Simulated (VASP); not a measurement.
# Pd (P6_3/mmc) in VASP: settings compared

Pd is run at these levels: PBEsol+D4, RPBE+D3(BJ), RPBE+D4; tasks: relaxation of cell and atoms.

All numbers are computed with VASP 6.6.1; they aren't measurements. Logs are shortened: lines on timing, memory, paths and dates and some standing lists are left out, and cuts for length are marked.

## Step 1: The cell of the first run

The structure is hexagonal, space group P6_3/mmc (No. 194). Conventional cell: a = 2.784 Å, b = 2.784 Å, c = 4.629 Å, α = 90.00°, β = 90.00°, γ = 120.00°. Pd (site symmetry -6m2) has 12 Pd at 2.78 to 2.82 Å within 3.7 Å.

## Step 2: Relaxation of cell and atoms, PBEsol+D4

INCAR reads:

```
SYSTEM = Pd
PREC = Accurate ; ENCUT = 600
EDIFF = 1E-6 ; ISMEAR = -1
SIGMA = 0.05 ; LREAL = .False.
LASPH = .True. ; NELM = 100
ALGO = Fast ; ISIF = 3
LWAVE = .False. ; LCHARG = .False.
GGA = PS ; IVDW = 13
IBRION = 2 ; NSW = 60
EDIFFG = -0.01
```

KPOINTS reads:

```
regular mesh
0
Gamma
  11 11 6
  0 0 0
```

POSCAR reads:

```
Pd
1.0
    2.7836650458      0.0000000000      0.0000000000
   -1.3918325229      2.4107246453      0.0000000000
    0.0000000000      0.0000000000      4.6288930000
Pd
2
Direct
    0.3333333333      0.6666666667      0.2500000000
    0.6666666667      0.3333333333      0.7500000000
```

Potentials or basis: VASP PAW PBE potentials, release 64 (Pd).

On the command line:

```console
$ cat potpaw_PBE.64/Pd/POTCAR > POTCAR
$ mpirun -np 1 vasp_std > vasp.out
```

OUTCAR:

```text
SYSTEM = Pd
   PREC = Accurate
   ENCUT = 600
   EDIFF = 1E-6
   ISMEAR = -1
   LREAL = .False.
   LASPH = .True.
   NELM = 100
   ISIF = 3
   GGA = PS
   IVDW = 13
   IBRION = 2
   NSW = 60
   EDIFFG = -0.01

 ion  position               nearest neighbor table
   1  0.333  0.667  0.250-   2 2.82   2 2.82   2 2.82   2 2.82   2 2.82   2 2.82
   2  0.667  0.333  0.750-   1 2.82   1 2.82   1 2.82   1 2.82   1 2.82   1 2.82

  LATTYP: Found a hexagonal cell.
 ALAT       =     2.7836650458
 C/A-ratio  =     1.6628771507

  Lattice vectors:

 A1 = (   2.7836650458,   0.0000000000,   0.0000000000)
 A2 = (  -1.3918325229,   2.4107246453,   0.0000000000)
 A3 = (   0.0000000000,   0.0000000000,   4.6288930000)

Analysis of symmetry for initial positions (statically):
=====================================================================
 Subroutine PRICEL returns:
 Original cell was already a primitive cell.

 Routine SETGRP: Setting up the symmetry group for a
 hexagonal supercell.

 Subroutine GETGRP returns: Found 24 space group operations
 (whereof 12 operations were pure point group operations)
 out of a pool of 24 trial point group operations.

The static configuration has the point symmetry D_3d.
 The point group associated with its full space group is D_6h.

Analysis of symmetry for dynamics (positions and initial velocities):
=====================================================================
 Subroutine PRICEL returns:
 Original cell was already a primitive cell.

 Routine SETGRP: Setting up the symmetry group for a
 hexagonal supercell.

 Subroutine GETGRP returns: Found 24 space group operations
 (whereof 12 operations were pure point group operations)
 out of a pool of 24 trial point group operations.

The dynamic configuration has the point symmetry D_3d.
 The point group associated with its full space group is D_6h.

 Subroutine INISYM returns: Found 24 space group operations
 (whereof 12 operations are pure point group operations),
 and found     1 'primitive' translations

----------------------------------------------------------------------------------------

                                     Primitive cell

  volume of cell :      31.0629

  direct lattice vectors                    reciprocal lattice vectors
     2.783665046  0.000000000  0.000000000     0.359238624  0.207406516  0.000000000
    -1.391832523  2.410724645  0.000000000     0.000000000  0.414813032  0.000000000
     0.000000000  0.000000000  4.628893000     0.000000000  0.000000000  0.216034374

  length of vectors
     2.783665046  2.783665046  4.628893000     0.414813032  0.414813032  0.216034374

  position of ions in fractional coordinates (direct lattice)
     0.333333333  0.666666667  0.250000000
     0.666666667  0.333333333  0.750000000

  ion indices of the primitive-cell ions
   primitive index   ion index
                 1           1
                 2           2

----------------------------------------------------------------------------------------

 KPOINTS: regular mesh

Automatic generation of k-mesh.
 Grid dimensions read from file:
 generate k-points for:   11   11    6

 Generating k-lattice:

  Cartesian coordinates                     Fractional coordinates (reciprocal lattice)
     0.032658057  0.018855138  0.000000000     0.090909091  0.000000000  0.000000000
     0.000000000  0.037710276  0.000000000     0.000000000  0.090909091  0.000000000
     0.000000000  0.000000000  0.036005729     0.000000000  0.000000000  0.166666667

  Length of vectors
     0.037710276  0.037710276  0.036005729

  Shift w.r.t. Gamma in fractional coordinates (k-lattice)
     0.000000000  0.000000000  0.000000000

 Subroutine IBZKPT returns following result:
 ===========================================

 Found     64 irreducible k-points:

 Following reciprocal coordinates:
            Coordinates               Weight
  0.000000  0.000000  0.000000      1.000000
  0.090909  0.000000  0.000000      6.000000
  0.181818  0.000000  0.000000      6.000000
  0.272727  0.000000  0.000000      6.000000
  0.363636  0.000000  0.000000      6.000000
  0.454545  0.000000  0.000000      6.000000
[... 16 lines left out ...]
  0.090909  0.090909  0.166667     12.000000
  0.181818  0.090909  0.166667     24.000000
 [... further k-points ...]
   k-points           NKPTS =     64   k-points in BZ     NKDIM =     64   number of bands    NBANDS=     14
   number of dos      NEDOS =    301   number of ions     NIONS =      2
   total plane-waves  NPLWV =  23040
   dimension x,y,z NGX =    24 NGY =   24 NGZ =   40
   dimension x,y,z NGXF=    48 NGYF=   48 NGZF=   80
   ions per type =               2
   NGX,Y,Z   is equivalent  to a cutoff of  14.33, 14.33, 14.37 a.u.
   NGXF,Y,Z  is equivalent  to a cutoff of  28.67, 28.67, 28.73 a.u.
 SYSTEM =  Pd
   PREC   = accura    normal or accurate (medium, high low for compatibility)
   ISTART =      0    job   : 0-new  1-cont  2-samecut
   ICHARG =      2    charge: 1-file 2-atom 10-const
   ISPIN  =      1    spin polarized calculation?
   LNONCOLLINEAR =      F non collinear calculations
   LSORBIT =      F    spin-orbit coupling
   LASPH  =      T    aspherical Exc in radial PAW
   ENCUT  =  600.0 eV  44.10 Ry    6.64 a.u.   5.56  5.56  9.25*2*pi/ulx,y,z
   NELM   =    100;   NELMIN=  2; NELMDL= -5     # of ELM steps
   EDIFF  = 0.1E-05   stopping-criterion for ELM
   LREAL  =      F    real-space projection
   EDIFFG = -.1E-01   stopping-criterion for IOM
   NSW    =     60    number of steps for IOM
   IBRION =      2    ionic relax: 0-MD 1-quasi-New 2-CG
   NFREE  =      1    steps in history (QN), initial steepest desc. (CG)
   ISIF   =      3    stress and relaxation
   ISYM   =      2    0-nonsym 1-usesym 2-fastsym
   POTIM  = 0.5000    time-step for ionic-motion
   TEBEG  =    0.0;   TEEND  =   0.0 temperature during run
   PSTRESS=    0.0 pullay stress
   NELECT =      20.0000    total number of electrons
   NUPDOWN=      -1.0000    fix difference up-down
   EMIN   =  10.00;   EMAX   =-10.00  energy-range for DOS
   EFERMI =   0.00;   METHOD = LEGACY
   ISMEAR =    -1;   SIGMA  =   0.05  broadening in eV -4-tet -1-fermi 0-gaus
   EFERMI_NEDOS =   21; number of points for ismear=-14 and -15
   IALGO  =     68    algorithm
   IMIX   =      4    mixing-type and parameters
     AMIX     =   0.40;   BMIX     =  1.00
     AMIX_MAG =   1.60;   BMIX_MAG =  1.00
  volume/ion in A,a.u.               =      15.53       104.81
  Fermi-wavevector in a.u.,A,eV,Ry     =   1.413636  2.671385 27.189429  1.998367
  Thomas-Fermi vector in A             =   2.535261
   LORBIT       =      0    0 simple, 1 ext, 2 COOP (PROOUT), +10 PAW based schemes
   GGA     = PS    functional components
   LHFCALC =     F    Hartree Fock is set to
   AEXX    =    0.0000 exact exchange contribution
   IVDW    =    13    specifies the selected vdW correction
   LEPSILON=     F    determine dielectric tensor
   LRPA    =     F    only Hartree local field effects (RPA)
 conjugate gradient relaxation of ions
 non-spin polarized calculation
 RMM-DIIS sequential band-by-band and
  energy-cutoff  :      600.00
  volume of cell :       31.06
 maximum number of plane-waves:      1061
 NGX is ok and might be reduce to    24
   NGX = 11   NGY = 11   NGZ = 19

--------------------------------------- Ionic step        1  -------------------------------------------

 number of electron      20.0000005 magnetization

 Free energy of the ion-electron system (eV)
  ---------------------------------------------------
  ext. energy  EPLUGINS =         0.00000000
  ---------------------------------------------------
  free energy    TOTEN  =       -11.79231740 eV

  energy without entropy =      -11.74404109  energy(sigma->0) =      -11.76817925

 E-fermi :   8.7814     XC(G=0): -13.0608

 val. band max:        8.7725088278   @ k =   0.4545   0.0909   0.0000
 cond. band min:       8.7851212626   @ k =   0.1818   0.1818   0.0000
 fundamental gap:      0.0126124348
 Fermi energy:         8.7813791154

 k-point     1 :       0.0000    0.0000    0.0000
  band No.  band energies     occupation
      1       1.9275      2.00000
      2       3.8088      2.00000
      3       6.0487      2.00000
      4       6.2343      2.00000
      5       6.2343      2.00000
      6       6.5630      2.00000
      7       6.5630      2.00000
      8       7.2174      2.00000
      9       7.2174      2.00000
     10       8.5549      1.97867
     11       8.5549      1.97867
     12       9.6641      0.00000
     13      15.3679      0.00000
     14      25.7821      0.00000

 k-point     2 :       0.0909    0.0000    0.0000
  band No.  band energies     occupation
      1       2.1848      2.00000
      2       3.9890      2.00000
      3       5.8969      2.00000
      4       6.3541      2.00000
      5       6.4031      2.00000
      6       6.4943      2.00000
      7       6.7188      2.00000
      8       7.0073      2.00000
      9       7.1139      2.00000
     10       7.7249      2.00000
[... 484 lines left out ...]
 POSITION                                       TOTAL-FORCE (eV/Angst)
 -----------------------------------------------------------------------------------
     -0.00000      1.56758      1.12968        -0.000000      0.000000      0.000000
      1.35757      0.78379      3.38905         0.000000     -0.000000      0.000000
 -----------------------------------------------------------------------------------
    total drift:                               -0.000000      0.000000     -0.000000

  FREE ENERGIE OF THE ION-ELECTRON SYSTEM (eV)
  ---------------------------------------------------
  free  energy   TOTEN  =       -12.4408149973 eV

  energy  without entropy=      -12.3968917855  energy(sigma->0) =      -12.41885339

--------------------------------------- Ionic step        4  -------------------------------------------

 number of electron      19.9999998 magnetization

 Free energy of the ion-electron system (eV)
  ---------------------------------------------------
  ext. energy  EPLUGINS =         0.00000000
  ---------------------------------------------------
  free energy    TOTEN  =       -11.85500177 eV

  energy without entropy =      -11.81119887  energy(sigma->0) =      -11.83310032

 E-fermi :  10.0547     XC(G=0): -13.5317

 val. band max:       10.0507074781   @ k =   0.4545   0.0909   0.0000
 cond. band min:      10.0702046369   @ k =   0.3636   0.0000   0.0000
 fundamental gap:      0.0194971587
 Fermi energy:        10.0547339415

 k-point     1 :       0.0000    0.0000    0.0000
  band No.  band energies     occupation
      1       2.6072      2.00000
      2       4.4909      2.00000
      3       6.9564      2.00000
      4       7.1689      2.00000
      5       7.1689      2.00000
      6       7.5433      2.00000
      7       7.5433      2.00000
      8       8.2864      2.00000
      9       8.2864      2.00000
     10       9.7971      1.98851
     11       9.7971      1.98851
     12      10.7422      0.00000
     13      17.2051      0.00000
     14      27.1539      0.00000

 k-point     2 :       0.0909    0.0000    0.0000
  band No.  band energies     occupation
      1       2.8823      2.00000
      2       4.6883      2.00000
      3       6.7853      2.00000
      4       7.3014      2.00000
      5       7.3586      2.00000
      6       7.4634      2.00000
      7       7.7189      2.00000
      8       8.0397      2.00000
      9       8.1676      2.00000
     10       8.8104      2.00000
[... 404 lines left out ...]
 POSITION                                       TOTAL-FORCE (eV/Angst)
 -----------------------------------------------------------------------------------
     -0.00000      1.56645      1.12889        -0.000000     -0.000000      0.000000
      1.35658      0.78322      3.38668         0.000000      0.000000      0.000000
 -----------------------------------------------------------------------------------
    total drift:                               -0.000000      0.000000     -0.000000

  FREE ENERGIE OF THE ION-ELECTRON SYSTEM (eV)
  ---------------------------------------------------
  free  energy   TOTEN  =       -12.4409267180 eV

  energy  without entropy=      -12.3971238107  energy(sigma->0) =      -12.41902526

 reached required accuracy - stopping structural energy minimisation
```

It took 2.3 min on 1 thread of AMD EPYC 7R43 (Zen 3), shared host; peak memory 0.15 GiB.

Results:

* Free energy: -12.4409 eV
* Relaxed volume: 14.39 Å³/atom
* Relaxed cell: a = 2.713 Å, b = 2.713 Å, c = 4.516 Å, α = 90.00°, β = 90.00°, γ = 120.00°
* Space group after relaxing (to 0.05 Å): P6_3/mmc (No. 194)
* Energy gained by relaxing: 51.3 meV/atom
* Ionic steps: 4
* Pressure after relaxing: 0.0 GPa
* Band gap on the k mesh: zero (band 10 reaches 10.21 eV, above the bottom of band 11 at 9.31 eV)
* Dispersion energy per atom: -0.293 eV

Step by step:
| step | energy change (eV) | largest force (eV/Å) | pressure (GPa) | volume (Å³) |
| --- | --- | --- | --- | --- |
| 1 | 0.0000 | 0.0000 | -13.25 | 31.06 |
| 2 | 0.1904 | 0.0000 | 33.76 | 25.64 |
| 3 | -0.1025 | 0.0000 | -0.57 | 28.85 |
| 4 | -0.1026 | 0.0000 | -0.04 | 28.79 |

Final structure:
```xyz
2
Lattice="2.7132 0.0000 0.0000 -1.3566 2.3497 0.0000 0.0000 0.0000 4.5156" Properties=species:S:1:pos:R:3 pbc="T T T"
Pd    0.0000    1.5664    1.1289
Pd    1.3566    0.7832    3.3867
```

Caveat: the PAW data sets were made with another functional, which shifts forces and pressure a little; pairwise dispersion overbinds metals, which lowers pressure and volume.

## Step 3: Relaxation of cell and atoms, RPBE+D3(BJ)

INCAR reads:

```
SYSTEM = Pd
PREC = Accurate ; ENCUT = 600
EDIFF = 1E-6 ; ISMEAR = -1
SIGMA = 0.05 ; LREAL = .FALSE.
LASPH = .TRUE. ; NELM = 100
ALGO = Fast ; ISIF = 3
LWAVE = .FALSE. ; LCHARG = .FALSE.
GGA = RP ; IVDW = 12
IBRION = 2 ; NSW = 60
EDIFFG = -0.01
```

KPOINTS reads:

```
regular mesh
0
G
  11 11 6
  0 0 0
```

POSCAR is that of step 2.

Potentials or basis: VASP PAW PBE potentials, release 64 (Pd).

On the command line:

```console
$ cat potpaw_PBE.64/Pd/POTCAR > POTCAR
$ mpirun -np 1 vasp_std > vasp.out
```

Wall time 5.2 min (1 thread of AMD EPYC 7R43 (Zen 3), shared host); peak memory 0.16 GiB.

It converged, with:

```yaml
Free_energy: -16.4521 eV
Relaxed_volume: 12.97 Å³/atom
Relaxed_cell: a = 2.626 Å, b = 2.626 Å, c = 4.345 Å, α = 90.00°, β = 90.00°, γ = 120.00°
Space_group_after_relaxing_to_0.05_Å: P6_3/mmc (No. 194)
Energy_gained_by_relaxing: 344.9 meV/atom
Ionic_steps: 11
Pressure_after_relaxing: 0.0 GPa
Band_gap_on_the_k_mesh: zero (band 10 reaches 12.42 eV, above the bottom of band 11 at 11.35 eV)
Dispersion_energy_per_atom: -3.985 eV
```

Stress tensor (GPa, compression positive):
```
-0.05  0.00  0.00
 0.00 -0.05  0.00
 0.00  0.00  0.10
```

The path:
| step | energy change (eV) | largest force (eV/Å) | pressure (GPa) | volume (Å³) |
| --- | --- | --- | --- | --- |
| 1 | 0.0000 | 0.0000 | -35.91 | 31.06 |
| 2 | 4.3762 | 0.0000 | 288.10 | 17.89 |
| 3 | -0.6776 | 0.0000 | -6.47 | 26.53 |
| 4 | -0.6871 | 0.0000 | -2.99 | 26.21 |
| 5 | -0.6896 | 0.0000 | 0.07 | 25.95 |
| 6 | -0.6893 | 0.0000 | -1.15 | 26.05 |
| 7 | -0.6895 | 0.0000 | -1.06 | 26.04 |
| 8 | -0.6895 | 0.0000 | -1.06 | 26.04 |
| 9 | -0.6897 | 0.0000 | -0.39 | 25.98 |
| 10 | -0.6898 | 0.0000 | 0.06 | 25.95 |
| 11 | -0.6898 | 0.0000 | 0.00 | 25.95 |

Final structure:
```cif
data_structure
_symmetry_space_group_name_H-M 'P 1'
_symmetry_Int_Tables_number 1
_cell_length_a 2.6259
_cell_length_b 2.6259
_cell_length_c 4.3455
_cell_angle_alpha 90.000
_cell_angle_beta 90.000
_cell_angle_gamma 120.000
_cell_volume 25.95
loop_
_atom_site_label
_atom_site_type_symbol
_atom_site_fract_x
_atom_site_fract_y
_atom_site_fract_z
_atom_site_occupancy
Pd1 Pd 0.33333 0.66667 0.25000 1
Pd2 Pd 0.66667 0.33333 0.75000 1
```

Levels at points of the mesh, in eV from the Fermi level:
```tsv
k point	band 7	band 8	band 9	band 10	band 11	band 12	band 13	band 14
(0.00, 0.00, 0.00)	-2.93	-2.13	-2.13	-0.32	-0.32	0.62	8.22	17.15
(0.00, 0.00, 0.50)	-3.45	-3.45	-0.88	-0.88	-0.88	-0.88	15.21	15.21
```

Caveat: the volume moved by over 15 % at a fixed basis, so the end points are rough; the PAW data sets were made with another functional, which shifts forces and pressure a little; pairwise dispersion overbinds metals, which lowers pressure and volume.

## Step 4: Relaxation of cell and atoms, RPBE+D4

INCAR reads:

```
ALGO = Normal ; EDIFF = 1E-7
EDIFFG = -0.01 ; ENCUT = 600
GGA = RP ; IBRION = 2
ISIF = 3 ; ISMEAR = -1
IVDW = 13 ; LASPH = T
LCHARG = F ; LREAL = F
LWAVE = F ; NELM = 60
NSW = 60 ; PREC = Accurate
SIGMA = 0.05
```

KPOINTS reads:

```
k-points
0
Gamma
  11 11 6
```

POSCAR is that of step 3.

On the command line:

```console
$ cat potpaw_PBE.64/Pd/POTCAR > POTCAR
$ mpirun -np 1 vasp_std > vasp.out
```

It took 2.6 min on 1 thread of AMD EPYC 7R43 (Zen 3), shared host; peak memory 0.15 GiB.

It converged, with:

```yaml
Free_energy: -11.0439 eV
Relaxed_volume: 14.97 Å³/atom
Relaxed_cell: a = 2.749 Å, b = 2.749 Å, c = 4.575 Å, α = 90.00°, β = 90.00°, γ = 120.00°
Space_group_after_relaxing_to_0.05_Å: P6_3/mmc (No. 194)
Energy_gained_by_relaxing: 11.1 meV/atom
Ionic_steps: 6
Pressure_after_relaxing: 0.0 GPa
Band_gap_on_the_k_mesh: zero (band 10 reaches 9.79 eV, above the bottom of band 11 at 8.95 eV)
Dispersion_energy_per_atom: -0.944 eV
```

Stress tensor (GPa, compression positive):
```
-0.07  0.00  0.00
 0.00 -0.07  0.00
 0.00  0.00  0.04
```

Step by step:
| step | energy change (eV) | largest force (eV/Å) | pressure (GPa) | volume (Å³) |
| --- | --- | --- | --- | --- |
| 1 | 0.0000 | 0.0000 | -5.96 | 31.06 |
| 2 | 0.0176 | 0.0000 | 9.68 | 28.54 |
| 3 | -0.0221 | 0.0000 | -0.05 | 29.94 |
| 4 | -0.0221 | 0.0000 | 0.08 | 29.91 |
| 5 | -0.0221 | 0.0000 | -0.10 | 29.94 |
| 6 | -0.0221 | 0.0000 | -0.03 | 29.93 |

Final structure:
```yaml
crystal:
  lattice:
    - [2.74876, 0.00000, 0.00000]
    - [-1.37438, 2.38050, 0.00000]
    - [0.00000, 0.00000, 4.57451]
  atoms:
    - { symbol: Pd, position: [0.33333, 0.66667, 0.25000] }
    - { symbol: Pd, position: [0.66667, 0.33333, 0.75000] }
```

Levels at points of the mesh, in eV from the Fermi level:
```csv
k point,band 7,band 8,band 9,band 10,band 11,band 12,band 13,band 14
"(0.00, 0.00, 0.00)",-2.34,-1.65,-1.65,-0.25,-0.25,0.92,6.95,17.12
"(0.00, 0.00, 0.50)",-2.73,-2.73,-0.70,-0.70,-0.70,-0.70,14.02,14.02
```

Caveat: the PAW data sets were made with another functional, which shifts forces and pressure a little; pairwise dispersion overbinds metals, which lowers pressure and volume.

## Step 5: The runs side by side

| level | gap on the mesh (eV) | pressure (GPa) | relaxed volume (Å³/atom) |
| --- | --- | --- | --- |
| PBEsol+D4 | none | 0.0 | 14.39 |
| RPBE+D3(BJ) | none | 0.0 | 12.97 |
| RPBE+D4 | none | 0.0 | 14.97 |

Alike in all rows: task relaxation of cell and atoms; potentials or basis VASP PAW PBE potentials, release 64 (Pd); no spin polarisation; cell relaxed; k mesh 11 × 11 × 6; cutoff (eV) 600; smearing fermi-dirac 0.05 eV.

Caveats: the PAW data sets were made with another functional, which shifts forces and pressure a little; pairwise dispersion overbinds metals, which lowers pressure and volume; the volume moved by over 15 % at a fixed basis, so the end points are rough (some runs).

Total energies depend on the potentials used, so only differences within one code and one set of settings carry meaning.
